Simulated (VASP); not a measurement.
# AgCl (Cmcm) in VASP: a series of runs

AgCl is run at these levels: PBE; tasks: single point.

All numbers are computed with VASP 6.6.1; they aren't measurements. Logs are shortened: lines on timing, memory, paths and dates and some standing lists are left out, and cuts for length are marked.

### 1 The cell of the first run

The structure is orthorhombic, space group Cmcm (No. 63). Conventional cell: a = 3.630 Å, b = 10.780 Å, c = 3.924 Å, α = 90.00°, β = 90.00°, γ = 90.00°. Ag (site symmetry m2m) has 7 Cl at 2.69 to 3.14 Å and 4 Ag at 2.97 to 3.63 Å within 3.7 Å. Within 3.7 Å of Cl (site symmetry m2m) lie 7 Ag at 2.69 to 3.14 Å and 8 Cl at 3.50 to 3.65 Å.

### 2 Single point, PBE (equal xx and yy strain of -3 %)

INCAR reads:

```
PREC     = Accurate       # precision mode
ENCUT    = 520            # plane-wave cutoff, eV
EDIFF    = 1E-6           # SCF threshold, eV
ISMEAR   = -1             # smearing method
SIGMA    = 0.03           # smearing width, eV
LREAL    = False          # projectors in reciprocal space
LASPH    = True           # aspherical terms in the spheres
NELM     = 60             # most SCF steps
ALGO     = Normal         # electronic algorithm
ISIF     = 2              # what is computed and relaxed
LWAVE    = False          # write WAVECAR
LCHARG   = False          # write CHGCAR
GGA      = PE             # functional
NBANDS   = 26             # bands
```

KPOINTS reads:

```
regular mesh
0
Gamma
  9 9 8
```

POSCAR reads:

```
AgCl
1.0
    1.8147824119     -5.3898973787      0.0000000000
    1.8147824119      5.3898973787      0.0000000000
    0.0000000000      0.0000000000      3.9240373500
Ag Cl
2 2
Direct
    0.3965554000      0.6034446000      0.7500000000
    0.6034446000      0.3965554000      0.2500000000
    0.8654487300      0.1345512700      0.2500000000
    0.1345512700      0.8654487300      0.7500000000
```

Potentials or basis: VASP PAW PBE potentials, release 64 (Ag, Cl).

Launch:

```sh
> cat potpaw_PBE.64/Ag/POTCAR potpaw_PBE.64/Cl/POTCAR > POTCAR
> mpirun -np 1 vasp_std > vasp.out
```

OUTCAR:

```text
PREC = Accurate
   ENCUT = 520
   EDIFF = 1E-6
   ISMEAR = -1
   LREAL = False
   LASPH = True
   NELM = 60
   ISIF = 2
   GGA = PE

 ion  position               nearest neighbor table
   1  0.397  0.603  0.750-   3 2.69   3 2.69   3 2.69   3 2.69   4 2.82   2 2.97   2 2.97
   2  0.603  0.397  0.250-   4 2.69   4 2.69   4 2.69   4 2.69   3 2.82   1 2.97   1 2.97
   3  0.865  0.135  0.250-   1 2.69   1 2.69   1 2.69   1 2.69   2 2.82
   4  0.135  0.865  0.750-   2 2.69   2 2.69   2 2.69   2 2.69   1 2.82

  LATTYP: Found a base centered orthorhombic cell.
 ALAT       =     3.6295648238
 B/A-ratio  =     2.9699964819
 C/A-ratio  =     1.0811316344

  Lattice vectors:

 A1 = (   1.8147824119,  -5.3898973787,   0.0000000000)
 A2 = (   1.8147824119,   5.3898973787,   0.0000000000)
 A3 = (   0.0000000000,   0.0000000000,   3.9240373500)

Analysis of symmetry for initial positions (statically):
=====================================================================
 Subroutine PRICEL returns:
 Original cell was already a primitive cell.

 Routine SETGRP: Setting up the symmetry group for a
 base centered orthorhombic supercell.

 Subroutine GETGRP returns: Found  8 space group operations
 (whereof  4 operations were pure point group operations)
 out of a pool of  8 trial point group operations.

The static configuration has the point symmetry C_2h.
 The point group associated with its full space group is D_2h.

Analysis of symmetry for dynamics (positions and initial velocities):
=====================================================================
 Subroutine PRICEL returns:
 Original cell was already a primitive cell.

 Routine SETGRP: Setting up the symmetry group for a
 base centered orthorhombic supercell.

 Subroutine GETGRP returns: Found  8 space group operations
 (whereof  4 operations were pure point group operations)
 out of a pool of  8 trial point group operations.

The dynamic configuration has the point symmetry C_2h.
 The point group associated with its full space group is D_2h.

 Subroutine INISYM returns: Found  8 space group operations
 (whereof  4 operations are pure point group operations),
 and found     1 'primitive' translations

----------------------------------------------------------------------------------------

                                     Primitive cell

  volume of cell :      76.7659

  direct lattice vectors                    reciprocal lattice vectors
     1.814782412 -5.389897379  0.000000000     0.275515123 -0.092766145  0.000000000
     1.814782412  5.389897379  0.000000000     0.275515123  0.092766145  0.000000000
     0.000000000  0.000000000  3.924037350     0.000000000  0.000000000  0.254839572

  length of vectors
     5.687216275  5.687216275  3.924037350     0.290713159  0.290713159  0.254839572

  position of ions in fractional coordinates (direct lattice)
     0.396555400  0.603444600  0.750000000
     0.603444600  0.396555400  0.250000000
     0.865448730  0.134551270  0.250000000
     0.134551270  0.865448730  0.750000000

  ion indices of the primitive-cell ions
   primitive index   ion index
                 1           1
                 2           2
                 3           3
                 4           4

----------------------------------------------------------------------------------------

 KPOINTS: regular mesh

Automatic generation of k-mesh.
 Grid dimensions read from file:
 generate k-points for:    9    9    8

 Generating k-lattice:

  Cartesian coordinates                     Fractional coordinates (reciprocal lattice)
     0.030612791 -0.010307349  0.000000000     0.111111111  0.000000000  0.000000000
     0.030612791  0.010307349  0.000000000     0.000000000  0.111111111  0.000000000
     0.000000000  0.000000000  0.031854947     0.000000000  0.000000000  0.125000000

  Length of vectors
     0.032301462  0.032301462  0.031854947

  Shift w.r.t. Gamma in fractional coordinates (k-lattice)
     0.000000000  0.000000000  0.000000000

 Subroutine IBZKPT returns following result:
 ===========================================

 Found    125 irreducible k-points:

 Following reciprocal coordinates:
            Coordinates               Weight
  0.000000  0.000000  0.000000      1.000000
  0.111111  0.000000  0.000000      4.000000
  0.222222  0.000000  0.000000      4.000000
  0.333333  0.000000  0.000000      4.000000
  0.444444  0.000000  0.000000      4.000000
  0.111111  0.111111  0.000000      2.000000
[... 16 lines left out ...]
 -0.333333  0.333333  0.000000      2.000000
  0.444444  0.444444  0.000000      2.000000
 [... further k-points ...]
   k-points           NKPTS =    125   k-points in BZ     NKDIM =    125   number of bands    NBANDS=     26
   number of dos      NEDOS =    301   number of ions     NIONS =      4
   total plane-waves  NPLWV =  52920
   dimension x,y,z NGX =    42 NGY =   42 NGZ =   30
   dimension x,y,z NGXF=    84 NGYF=   84 NGZF=   60
   ions per type =               2   2
   NGX,Y,Z   is equivalent  to a cutoff of  12.28, 12.28, 12.71 a.u.
   NGXF,Y,Z  is equivalent  to a cutoff of  24.55, 24.55, 25.42 a.u.
 SYSTEM =  unknown system
   PREC   = accura    normal or accurate (medium, high low for compatibility)
   ISTART =      0    job   : 0-new  1-cont  2-samecut
   ICHARG =      2    charge: 1-file 2-atom 10-const
   ISPIN  =      1    spin polarized calculation?
   LNONCOLLINEAR =      F non collinear calculations
   LSORBIT =      F    spin-orbit coupling
   LASPH  =      T    aspherical Exc in radial PAW
   ENCUT  =  520.0 eV  38.22 Ry    6.18 a.u.  10.57 10.57  7.30*2*pi/ulx,y,z
   NELM   =     60;   NELMIN=  2; NELMDL= -5     # of ELM steps
   EDIFF  = 0.1E-05   stopping-criterion for ELM
   LREAL  =      F    real-space projection
   EDIFFG = 0.1E-04   stopping-criterion for IOM
   NSW    =      0    number of steps for IOM
   IBRION =     -1    ionic relax: 0-MD 1-quasi-New 2-CG
   NFREE  =      0    steps in history (QN), initial steepest desc. (CG)
   ISIF   =      2    stress and relaxation
   ISYM   =      2    0-nonsym 1-usesym 2-fastsym
   POTIM  = 0.5000    time-step for ionic-motion
   TEBEG  =    0.0;   TEEND  =   0.0 temperature during run
   PSTRESS=    0.0 pullay stress
   NELECT =      36.0000    total number of electrons
   NUPDOWN=      -1.0000    fix difference up-down
   EMIN   =  10.00;   EMAX   =-10.00  energy-range for DOS
   EFERMI =   0.00;   METHOD = LEGACY
   ISMEAR =    -1;   SIGMA  =   0.03  broadening in eV -4-tet -1-fermi 0-gaus
   EFERMI_NEDOS =   21; number of points for ismear=-14 and -15
   IALGO  =     38    algorithm
   IMIX   =      4    mixing-type and parameters
     AMIX     =   0.40;   BMIX     =  1.00
     AMIX_MAG =   1.60;   BMIX_MAG =  1.00
  volume/ion in A,a.u.               =      19.19       129.51
  Fermi-wavevector in a.u.,A,eV,Ry     =   1.271900  2.403542 22.010544  1.617729
  Thomas-Fermi vector in A             =   2.404808
   LORBIT       =      0    0 simple, 1 ext, 2 COOP (PROOUT), +10 PAW based schemes
   GGA     = PE    functional components
   LHFCALC =     F    Hartree Fock is set to
   AEXX    =    0.0000 exact exchange contribution
   IVDW    =     0    specifies the selected vdW correction
   LEPSILON=     F    determine dielectric tensor
   LRPA    =     F    only Hartree local field effects (RPA)
 non-spin polarized calculation
  energy-cutoff  :      520.00
  volume of cell :       76.77
 maximum number of plane-waves:      2086
   NGX = 21   NGY = 21   NGZ = 15

 number of electron      36.0000004 magnetization

 Free energy of the ion-electron system (eV)
  ---------------------------------------------------
  ext. energy  EPLUGINS =         0.00000000
  ---------------------------------------------------
  free energy    TOTEN  =       -10.54670898 eV

  energy without entropy =      -10.54670763  energy(sigma->0) =      -10.54670830

 E-fermi :   5.3190     XC(G=0): -10.5843

 val. band max:        5.0321769718   @ k =   0.2222   0.2222   0.0000
 cond. band min:       5.5349712654   @ k =   0.0000   0.0000   0.0000
 fundamental gap:      0.5027942936
 Fermi energy:         5.3190213144

 k-point     1 :       0.0000    0.0000    0.0000
  band No.  band energies     occupation
      1     -10.5174      2.00000
      2      -9.7950      2.00000
      3       0.0685      2.00000
      4       1.2095      2.00000
      5       1.5696      2.00000
      6       1.6799      2.00000
[... 18 lines left out ...]
     25      15.4101      0.00000
     26      16.1359      0.00000

 k-point     2 :       0.1111    0.0000    0.0000
  band No.  band energies     occupation
      1     -10.4645      2.00000
      2      -9.7776      2.00000
      3       0.0725      2.00000
      4       0.9559      2.00000
      5       1.0339      2.00000
      6       1.3907      2.00000
[... 18 lines left out ...]
     25      15.5264      0.00000
     26      16.1081      0.00000

 k-point     3 :       0.2222    0.0000    0.0000
  band No.  band energies     occupation
      1     -10.3221      2.00000
      2      -9.7365      2.00000
      3       0.0794      2.00000
      4       0.3309      2.00000
      5       0.5341      2.00000
      6       0.6119      2.00000
[... 18 lines left out ...]
     25      15.1383      0.00000
     26      16.1951      0.00000

 k-point     4 :       0.3333    0.0000    0.0000
  band No.  band energies     occupation
      1     -10.1384      2.00000
      2      -9.7009      2.00000
      3      -0.3510      2.00000
      4      -0.1373      2.00000
      5       0.2129      2.00000
      6       0.2203      2.00000
[... 18 lines left out ...]
     25      14.5276      0.00000
     26      16.0929      0.00000
[... 496 lines left out ...]
      1     -10.2436      2.00000
      2     -10.0018      2.00000
      3       0.2807      2.00000
      4       0.6643      2.00000
      5       1.1402      2.00000
      6       1.3424      2.00000
[... 18 lines left out ...]
     25      15.4921      0.00000
     26      16.3480      0.00000

 k-point    23 :      -0.3333    0.3333    0.0000
  band No.  band energies     occupation
      1     -10.3404      2.00000
      2      -9.9757      2.00000
      3       0.2041      2.00000
      4       1.0726      2.00000
      5       1.3354      2.00000
      6       1.6547      2.00000
[... 18 lines left out ...]
     25      15.8438      0.00000
     26      16.0297      0.00000

 k-point    24 :       0.4444    0.4444    0.0000
  band No.  band energies     occupation
      1     -10.1421      2.00000
      2     -10.1038      2.00000
      3       0.4538      2.00000
      4       0.4539      2.00000
      5       1.2086      2.00000
      6       1.2728      2.00000
[... 18 lines left out ...]
     25      15.7141      0.00000
     26      16.5600      0.00000

 [... further k-points ...]

------------------------ aborting loop because EDIFF is reached ----------------------------------------

  FORCE on cell =-STRESS in cart. coord.  units (eV):
  Direction    XX          YY          ZZ          XY          YZ          ZX
  --------------------------------------------------------------------------------------
  -------------------------------------------------------------------------------------
  Total        2.6620306      2.2935030      2.5571221      0.0000000      0.0000000      0.0000000
  in kB       55.5591295     47.8676057     53.3695887      0.0000000      0.0000000      0.0000000
  external PRESSURE =      52.2654413 kB  Pullay stress =       0.0000000 kB

 VOLUME and BASIS-vectors are now :
 -----------------------------------------------------------------------------
  energy-cutoff  :      520.00
  volume of cell :       76.77
      direct lattice vectors                 reciprocal lattice vectors
     1.814782412 -5.389897379  0.000000000     0.275515123 -0.092766145  0.000000000
     1.814782412  5.389897379  0.000000000     0.275515123  0.092766145  0.000000000
     0.000000000  0.000000000  3.924037350     0.000000000  0.000000000  0.254839572

 POSITION                                       TOTAL-FORCE (eV/Angst)
 -----------------------------------------------------------------------------------
      1.81478      1.11511      2.94303         0.000000     -0.024773      0.000000
      1.81478     -1.11511      0.98101         0.000000      0.024773     -0.000000
      1.81478     -3.93946      0.98101         0.000000      0.034545     -0.000000
      1.81478      3.93946      2.94303         0.000000     -0.034545     -0.000000
 -----------------------------------------------------------------------------------
    total drift:                                0.000000      0.000000      0.000000

  FREE ENERGIE OF THE ION-ELECTRON SYSTEM (eV)
  ---------------------------------------------------
  free  energy   TOTEN  =       -10.5467089767 eV

  energy  without entropy=      -10.5467076269  energy(sigma->0) =      -10.54670830
```

Wall time 2.8 min (1 thread of Intel Xeon Platinum 8488C (Sapphire Rapids), shared host); peak memory 0.36 GiB.

Results:

```yaml
Free_energy: -10.5467 eV
Pressure: 5.2 GPa
Largest_force: 0.035 eV/Å
Band_gap_on_the_k_mesh: 0.50 eV (least direct gap 2.02 eV)
```

Forces in eV/Å, atoms in the order of the input:
```
Ag   0.000 -0.025  0.000
Ag   0.000  0.025  0.000
Cl   0.000  0.035  0.000
Cl   0.000 -0.035  0.000
```

Levels at points of the mesh, in eV from the valence-band top:
| k point | band 14 | band 15 | band 16 | band 17 | band 18 | band 19 | band 20 | band 21 | band 22 | band 23 |
| --- | --- | --- | --- | --- | --- | --- | --- | --- | --- | --- |
| (0.00, 0.00, 0.00) | -2.32 | -2.31 | -1.99 | -1.76 | -1.52 | 0.50 | 3.05 | 8.07 | 8.35 | 9.94 |
| (0.00, 0.00, 0.50) | -2.43 | -1.37 | -1.37 | -0.14 | -0.14 | 4.52 | 4.52 | 6.82 | 6.82 | 8.34 |

Caveat: the cell differs from its parent crystal (equal xx and yy strain of -3 %); the cell stands under pressure; semilocal functionals underestimate gaps, and a narrow one can read as zero. A k mesh can miss the band edges.

### 3 Single point, PBE (equal xx and yy strain of -1 %)

INCAR reads:

```
ALGO = Normal
EDIFF = 1E-7
ENCUT = 520
GGA = PE
ISIF = 2
ISMEAR = -1
LASPH = True
LCHARG = True
LELF = True
LREAL = False
LVHAR = True
LWAVE = False
NBANDS = 26
NELM = 100
PREC = Accurate
SIGMA = 0.03
```

KPOINTS reads:

```
k-points
0
Gamma
  9 9 8
```

Changes to POSCAR since step 2:

```diff
@@ -2,4 +2,4 @@
 1.0
-    1.8147824119     -5.3898973787      0.0000000000
-    1.8147824119      5.3898973787      0.0000000000
+    1.8522006060     -5.5010292834      0.0000000000
+    1.8522006060      5.5010292834      0.0000000000
     0.0000000000      0.0000000000      3.9240373500
```

Potentials or basis: VASP PAW PBE potentials, release 64 (Ag, Cl).

Launch:

```sh
> cat potpaw_PBE.64/Ag/POTCAR potpaw_PBE.64/Cl/POTCAR > POTCAR
> mpirun -np 1 vasp_std > vasp.out
```

Wall time 3.5 min (1 thread of Intel Xeon Platinum 8488C (Sapphire Rapids), shared host); peak memory 0.39 GiB.

Results (log left out):

| Quantity | Value |
| --- | --- |
| Free energy | -10.6252 eV |
| Pressure | 2.6 GPa |
| Largest force | 0.014 eV/Å |
| Band gap on the k mesh | 0.49 eV (least direct gap 1.98 eV) |

Forces in eV/Å, atoms in the order of the input:
```
Ag   0.000  0.001  0.000
Ag   0.000 -0.001  0.000
Cl   0.000  0.014  0.000
Cl   0.000 -0.014  0.000
```

Stress tensor (GPa, compression positive):
```
2.73 0.00 0.00
0.00 2.56 0.00
0.00 0.00 2.62
```

Levels at points of the mesh, in eV from the valence-band top:
```
           k point  band 16  band 17  band 18  band 19  band 20  band 21
(0.00, 0.00, 0.00)    -1.84    -1.68    -1.49     0.49     3.12     7.84
(0.00, 0.00, 0.50)    -1.31    -0.11    -0.11     4.43     4.43     6.81
```

Caveat: the cell differs from its parent crystal (equal xx and yy strain of -1 %); semilocal functionals underestimate gaps, and a narrow one can read as zero. A k mesh can miss the band edges.

[end of part 1 of 2]
